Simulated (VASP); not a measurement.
# ZrO2 (Fm-3m) in VASP: notebook

The runs below take ZrO2 through single point, with LDA.

All numbers are computed with VASP 6.6.1; they aren't measurements. Logs are shortened: lines on timing, memory, paths and dates and some standing lists are left out, and cuts for length are marked.

### 1 The cell of the first run

It takes space group Fm-3m (No. 225, cubic). The conventional cell has a = 4.992 Å, b = 4.992 Å, c = 4.992 Å, α = 90.00°, β = 90.00°, γ = 90.00°. Within 2.9 Å of Zr (site symmetry m-3m) lie 8 O at 2.16 Å. O (site symmetry -43m) has 4 Zr at 2.16 Å and 6 O at 2.50 Å within 2.9 Å.

### 2 Single point, LDA (10.37 Å³/atom)

INCAR reads:

```
PREC     = Accurate       # precision mode
ENCUT    = 600            # plane-wave cutoff, eV
EDIFF    = 1E-6           # SCF threshold, eV
ISMEAR   = 0              # smearing method
SIGMA    = 0.01           # smearing width, eV
LREAL    = F              # projectors in reciprocal space
LASPH    = T              # aspherical terms in the spheres
NELM     = 120            # most SCF steps
ALGO     = Normal         # electronic algorithm
ISIF     = 2              # what is computed and relaxed
LWAVE    = F              # write WAVECAR
LCHARG   = F              # write CHGCAR
GGA      = CA             # functional
NBANDS   = 19             # bands
GGA_COMPAT= F
```

KPOINTS reads:

```
regular mesh
0
Gamma
  8 8 8
```

POSCAR reads:

```
ZrO2
1.0
    0.0000000000      2.4962466591      2.4962466591
    2.4962466591      0.0000000000      2.4962466591
    2.4962466591      2.4962466591      0.0000000000
Zr O
1 2
Direct
    0.0000000000      0.0000000000      0.0000000000
    0.2500000000      0.2500000000      0.2500000000
    0.7500000000      0.7500000000      0.7500000000
```

Potentials or basis: VASP PAW LDA potentials, release 64 (Zr_sv, O).

Started as:

```bash
$ cat potpaw_LDA.64/Zr_sv/POTCAR potpaw_LDA.64/O/POTCAR > POTCAR
$ mpirun -np 1 vasp_std > vasp.out
```

OUTCAR:

```text
PREC = Accurate
   ENCUT = 600
   EDIFF = 1E-6
   ISMEAR = 0
   LREAL = F
   LASPH = T
   NELM = 120
   ISIF = 2
   GGA = CA

 ion  position               nearest neighbor table
   1  0.000  0.000  0.000-   3 2.16   3 2.16   3 2.16   2 2.16   3 2.16   2 2.16   2 2.16   2 2.16

   2  0.250  0.250  0.250-   1 2.16   1 2.16   1 2.16   1 2.16
   3  0.750  0.750  0.750-   1 2.16   1 2.16   1 2.16   1 2.16

  LATTYP: Found a face centered cubic cell.
 ALAT       =     4.9924933182

  Lattice vectors:

 A1 = (   0.0000000000,   2.4962466591,   2.4962466591)
 A2 = (   2.4962466591,   0.0000000000,   2.4962466591)
 A3 = (   2.4962466591,   2.4962466591,   0.0000000000)

Analysis of symmetry for initial positions (statically):
=====================================================================
 Subroutine PRICEL returns:
 Original cell was already a primitive cell.

 Routine SETGRP: Setting up the symmetry group for a
 face centered cubic supercell.

 Subroutine GETGRP returns: Found 48 space group operations
 (whereof 48 operations were pure point group operations)
 out of a pool of 48 trial point group operations.

The static configuration has the point symmetry O_h .

Analysis of symmetry for dynamics (positions and initial velocities):
=====================================================================
 Subroutine PRICEL returns:
 Original cell was already a primitive cell.

 Routine SETGRP: Setting up the symmetry group for a
 face centered cubic supercell.

 Subroutine GETGRP returns: Found 48 space group operations
 (whereof 48 operations were pure point group operations)
 out of a pool of 48 trial point group operations.

The dynamic configuration has the point symmetry O_h .

 Subroutine INISYM returns: Found 48 space group operations
 (whereof 48 operations are pure point group operations),
 and found     1 'primitive' translations

----------------------------------------------------------------------------------------

                                     Primitive cell

  volume of cell :      31.1095

  direct lattice vectors                    reciprocal lattice vectors
     0.000000000  2.496246659  2.496246659    -0.200300719  0.200300719  0.200300719
     2.496246659  0.000000000  2.496246659     0.200300719 -0.200300719  0.200300719
     2.496246659  2.496246659  0.000000000     0.200300719  0.200300719 -0.200300719

  length of vectors
     3.530225880  3.530225880  3.530225880     0.346931022  0.346931022  0.346931022

  position of ions in fractional coordinates (direct lattice)
     0.000000000  0.000000000  0.000000000
     0.250000000  0.250000000  0.250000000
     0.750000000  0.750000000  0.750000000

  ion indices of the primitive-cell ions
   primitive index   ion index
                 1           1
                 2           2
                 3           3

----------------------------------------------------------------------------------------

 KPOINTS: regular mesh

Automatic generation of k-mesh.
 Grid dimensions read from file:
 generate k-points for:    8    8    8

 Generating k-lattice:

  Cartesian coordinates                     Fractional coordinates (reciprocal lattice)
    -0.025037590  0.025037590  0.025037590     0.125000000  0.000000000  0.000000000
     0.025037590 -0.025037590  0.025037590     0.000000000  0.125000000  0.000000000
     0.025037590  0.025037590 -0.025037590     0.000000000  0.000000000  0.125000000

  Length of vectors
     0.043366378  0.043366378  0.043366378

  Shift w.r.t. Gamma in fractional coordinates (k-lattice)
     0.000000000  0.000000000  0.000000000

 Subroutine IBZKPT returns following result:
 ===========================================

 Found     29 irreducible k-points:

 Following reciprocal coordinates:
            Coordinates               Weight
  0.000000  0.000000  0.000000      1.000000
  0.125000  0.000000  0.000000      8.000000
  0.250000  0.000000  0.000000      8.000000
  0.375000  0.000000  0.000000      8.000000
  0.500000  0.000000  0.000000      4.000000
  0.125000  0.125000  0.000000      6.000000
[... 16 lines left out ...]
  0.500000  0.250000  0.125000     48.000000
 -0.375000  0.250000  0.125000     24.000000
 [... further k-points ...]
   k-points           NKPTS =     29   k-points in BZ     NKDIM =     29   number of bands    NBANDS=     19
   number of dos      NEDOS =    301   number of ions     NIONS =      3
   total plane-waves  NPLWV =  21952
   dimension x,y,z NGX =    28 NGY =   28 NGZ =   28
   dimension x,y,z NGXF=    56 NGYF=   56 NGZF=   56
   ions per type =               1   2
   NGX,Y,Z   is equivalent  to a cutoff of  13.19, 13.19, 13.19 a.u.
   NGXF,Y,Z  is equivalent  to a cutoff of  26.37, 26.37, 26.37 a.u.
 SYSTEM =  unknown system
   PREC   = accura    normal or accurate (medium, high low for compatibility)
   ISTART =      0    job   : 0-new  1-cont  2-samecut
   ICHARG =      2    charge: 1-file 2-atom 10-const
   ISPIN  =      1    spin polarized calculation?
   LNONCOLLINEAR =      F non collinear calculations
   LSORBIT =      F    spin-orbit coupling
   LASPH  =      T    aspherical Exc in radial PAW
   ENCUT  =  600.0 eV  44.10 Ry    6.64 a.u.   7.05  7.05  7.05*2*pi/ulx,y,z
   NELM   =    120;   NELMIN=  2; NELMDL= -5     # of ELM steps
   EDIFF  = 0.1E-05   stopping-criterion for ELM
   LREAL  =      F    real-space projection
   EDIFFG = 0.1E-04   stopping-criterion for IOM
   NSW    =      0    number of steps for IOM
   IBRION =     -1    ionic relax: 0-MD 1-quasi-New 2-CG
   NFREE  =      0    steps in history (QN), initial steepest desc. (CG)
   ISIF   =      2    stress and relaxation
   ISYM   =      2    0-nonsym 1-usesym 2-fastsym
   POTIM  = 0.5000    time-step for ionic-motion
   TEBEG  =    0.0;   TEEND  =   0.0 temperature during run
   PSTRESS=    0.0 pullay stress
   NELECT =      24.0000    total number of electrons
   NUPDOWN=      -1.0000    fix difference up-down
   EMIN   =  10.00;   EMAX   =-10.00  energy-range for DOS
   EFERMI =   0.00;   METHOD = LEGACY
   ISMEAR =     0;   SIGMA  =   0.01  broadening in eV -4-tet -1-fermi 0-gaus
   EFERMI_NEDOS =   21; number of points for ismear=-14 and -15
   IALGO  =     38    algorithm
   IMIX   =      4    mixing-type and parameters
     AMIX     =   0.40;   BMIX     =  1.00
     AMIX_MAG =   1.60;   BMIX_MAG =  1.00
  volume/ion in A,a.u.               =      10.37        69.98
  Fermi-wavevector in a.u.,A,eV,Ry     =   1.501462  2.837352 30.672823  2.254389
  Thomas-Fermi vector in A             =   2.612830
   LORBIT       =      0    0 simple, 1 ext, 2 COOP (PROOUT), +10 PAW based schemes
   GGA     = CA    functional components
   LHFCALC =     F    Hartree Fock is set to
   AEXX    =    0.0000 exact exchange contribution
   IVDW    =     0    specifies the selected vdW correction
   LEPSILON=     F    determine dielectric tensor
   LRPA    =     F    only Hartree local field effects (RPA)
 non-spin polarized calculation
 Gauss-broadening in eV      SIGMA  =   0.01
  energy-cutoff  :      600.00
  volume of cell :       31.11
 maximum number of plane-waves:      1056
   NGX = 15   NGY = 15   NGZ = 15

 number of electron      24.0000002 magnetization

 Free energy of the ion-electron system (eV)
  ---------------------------------------------------
  ext. energy  EPLUGINS =         0.00000000
  ---------------------------------------------------
  free energy    TOTEN  =       -31.35665260 eV

  energy without entropy =      -31.35665260  energy(sigma->0) =      -31.35665260

 E-fermi :   7.6788     XC(G=0): -12.5838

 val. band max:        7.6191305671   @ k =   0.5000   0.5000   0.0000
 cond. band min:      11.0015382635   @ k =   0.0000   0.0000   0.0000
 fundamental gap:      3.3824076963
 Fermi energy:         7.6788479668

 k-point     1 :       0.0000    0.0000    0.0000
  band No.  band energies     occupation
      1     -39.8542      2.00000
      2     -17.8466      2.00000
      3     -17.8466      2.00000
      4     -17.8466      2.00000
      5     -10.5872      2.00000
      6      -7.6985      2.00000
[... 11 lines left out ...]
     18      17.7299      0.00000
     19      22.1667      0.00000

 k-point     2 :       0.1250    0.0000    0.0000
  band No.  band energies     occupation
      1     -39.8445      2.00000
      2     -17.9989      2.00000
      3     -17.8603      2.00000
      4     -17.8603      2.00000
      5     -10.3226      2.00000
      6      -7.8879      2.00000
[... 11 lines left out ...]
     18      17.4657      0.00000
     19      21.9257      0.00000

 k-point     3 :       0.2500    0.0000    0.0000
  band No.  band energies     occupation
      1     -39.8210      2.00000
      2     -18.3348      2.00000
      3     -17.8933      2.00000
      4     -17.8933      2.00000
      5      -9.7798      2.00000
      6      -8.1958      2.00000
[... 11 lines left out ...]
     18      17.1541      0.00000
     19      21.3555      0.00000

 k-point     4 :       0.3750    0.0000    0.0000
  band No.  band energies     occupation
      1     -39.7974      2.00000
      2     -18.6357      2.00000
      3     -17.9260      2.00000
      4     -17.9260      2.00000
      5      -9.5379      2.00000
      6      -8.1319      2.00000
[... 11 lines left out ...]
     18      17.1507      0.00000
     19      21.6405      0.00000

 k-point     5 :       0.5000    0.0000    0.0000
  band No.  band energies     occupation
      1     -39.7875      2.00000
      2     -18.7524      2.00000
      3     -17.9394      2.00000
      4     -17.9394      2.00000
      5      -9.5552      2.00000
      6      -7.9667      2.00000
[... 11 lines left out ...]
     18      16.7101      0.00000
     19      22.2946      0.00000
[... 334 lines left out ...]
      2     -18.8194      2.00000
      3     -18.0793      2.00000
      4     -18.0793      2.00000
      5      -9.1327      2.00000
      6      -8.0256      2.00000
[... 11 lines left out ...]
     18      21.6087      0.00000
     19      21.6095      0.00000

 k-point    22 :       0.3750    0.2500    0.1250
  band No.  band energies     occupation
      1     -39.8034      2.00000
      2     -18.4374      2.00000
      3     -18.0425      2.00000
      4     -17.9371      2.00000
      5      -9.2520      2.00000
      6      -8.5029      2.00000
[... 11 lines left out ...]
     18      17.7427      0.00000
     19      22.2823      0.00000

 k-point    23 :       0.5000    0.2500    0.1250
  band No.  band energies     occupation
      1     -39.7844      2.00000
      2     -18.5788      2.00000
      3     -18.1652      2.00000
      4     -17.9746      2.00000
      5      -9.0095      2.00000
      6      -8.4488      2.00000
[... 11 lines left out ...]
     18      18.4012      0.00000
     19      22.5433      0.00000

 k-point    24 :      -0.3750    0.2500    0.1250
  band No.  band energies     occupation
      1     -39.7765      2.00000
      2     -18.6315      2.00000
      3     -18.2163      2.00000
      4     -17.9930      2.00000
      5      -9.0511      2.00000
      6      -8.2668      2.00000
[... 11 lines left out ...]
     18      18.3896      0.00000
     19      22.8658      0.00000

 [... further k-points ...]
[... 5 lines left out ...]
  --------------------------------------------------------------------------------------
  -------------------------------------------------------------------------------------
  Total        1.2340708      1.2340708      1.2340708     -0.0000000      0.0000000     -0.0000000
  in kB       63.5562376     63.5562376     63.5562376     -0.0000000      0.0000000     -0.0000000
  external PRESSURE =      63.5562376 kB  Pullay stress =       0.0000000 kB

 VOLUME and BASIS-vectors are now :
 -----------------------------------------------------------------------------
  energy-cutoff  :      600.00
  volume of cell :       31.11
      direct lattice vectors                 reciprocal lattice vectors
     0.000000000  2.496246659  2.496246659    -0.200300719  0.200300719  0.200300719
     2.496246659  0.000000000  2.496246659     0.200300719 -0.200300719  0.200300719
     2.496246659  2.496246659  0.000000000     0.200300719  0.200300719 -0.200300719

 POSITION                                       TOTAL-FORCE (eV/Angst)
 -----------------------------------------------------------------------------------
      0.00000      0.00000      0.00000         0.000000     -0.000000     -0.000000
      1.24812      1.24812      1.24812        -0.000000     -0.000000     -0.000000
      3.74437      3.74437      3.74437         0.000000      0.000000      0.000000
 -----------------------------------------------------------------------------------
    total drift:                                0.000000      0.000000      0.000000

  FREE ENERGIE OF THE ION-ELECTRON SYSTEM (eV)
  ---------------------------------------------------
  free  energy   TOTEN  =       -31.3566526035 eV

  energy  without entropy=      -31.3566526035  energy(sigma->0) =      -31.35665260
```

Wall time 11 s (1 thread of AMD EPYC 9R45 (Zen 5), shared host); peak memory 0.12 GiB.

What came out:

| Quantity | Value |
| --- | --- |
| Free energy | -31.3567 eV |
| Pressure | 6.4 GPa |
| Band gap on the k mesh | 3.38 eV (least direct gap 3.86 eV) |

Levels at points of the mesh, in eV from the valence-band top:
| k point | band 9 | band 10 | band 11 | band 12 | band 13 | band 14 | band 15 | band 16 |
| --- | --- | --- | --- | --- | --- | --- | --- | --- |
| (0.00, 0.00, 0.00) | -5.63 | -0.56 | -0.56 | -0.56 | 3.38 | 3.38 | 6.82 | 10.11 |
| (0.50, 0.00, 0.00) | -2.68 | -2.55 | -1.70 | -1.70 | 4.12 | 4.12 | 6.67 | 8.93 |
| (0.50, 0.50, 0.00) | -3.26 | -1.61 | -1.61 | 0.00 | 3.86 | 4.96 | 6.40 | 7.79 |

Caveat: the cell stands under pressure. A k mesh can miss the band edges.

[end of part 1 of 2]
